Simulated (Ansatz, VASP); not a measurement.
**As: VASP beside Ansatz**

Contents of INCAR:

```
SYSTEM = As
  ALGO = Normal
  DIPOL = 0.5 0.5 0.500
  EDIFF = 1E-6
  ENCUT = 520
  GGA = CA
  IDIPOL = 3
  ISIF = 2
  ISMEAR = 0
  LASPH = .TRUE.
  LCHARG = .FALSE.
  LDIPOL = .TRUE.
  LREAL = .FALSE.
  LWAVE = .FALSE.
  NBANDS = 12
  NELM = 80
  PREC = Accurate
  SIGMA = 0.02
```

File KPOINTS:

```
k-points
0
G
  9 9 1
  0 0 0
```

Contents of POSCAR:

```
As
1.0
    3.6330000000      0.0000000000      0.0000000000
   -1.8165000000      3.1462702920      0.0000000000
    0.0000000000      0.0000000000     28.0000000000
As
2
Direct
    0.3333333333      0.6666666667      0.5370000000
    0.6666666667      0.3333333333      0.4630000000
```

Input for Ansatz:

```yaml
crystal:
  lattice:
    - [3.633, 0.0, 0.0]
    - [-1.8165, 3.146270292, 0.0]
    - [0.0, 0.0, 28.0]
  atoms:
    - { symbol: As, position: [0.3333333333, 0.6666666667, 0.537] }
    - { symbol: As, position: [0.6666666667, 0.3333333333, 0.463] }
  periodic: [true, true, false]
basis:
  ecutwfc: 420
kpoints:
  mp_grid: { grid: [9, 9, 1] }
hamiltonian:
  xc: lda
scf:
  occupations: { method: gaussian, width: 0.02 }
output:
  forces: true
  stress: true
  eigenvalues: true
```

Alike in both runs: task single point; functional LDA; k mesh 9 × 9 × 1; occupations gaussian, width 0.02 eV; no spin polarisation.

```csv
,VASP,Ansatz
version,VASP 6.6.1,Ansatz 0.2.0
potentials or method,"VASP PAW LDA potentials, release 64 (As), cutoff 520 eV","scalar-relativistic, plane waves, PAW"
valence electrons in the cell,10,30
```

|  | VASP | Ansatz | Ansatz less VASP |
| --- | --- | --- | --- |
| gap on the k mesh at the Fermi level (eV) | none | none | - |
| rms of the force components (eV/Å) | 2.078 | 2.076 | -0.0020 |

LDA's correlation is that of Perdew and Zunger in VASP and of Perdew and Wang (1992) in Ansatz. Atom by atom the forces differ by 0.002 eV/Å (rms over components). A gap of «none» marks a metal or a gap that the smearing closes. VASP's potentials hold 10 valence electrons a cell and Ansatz's 30, so a difference there can come from the potentials and not from the codes.
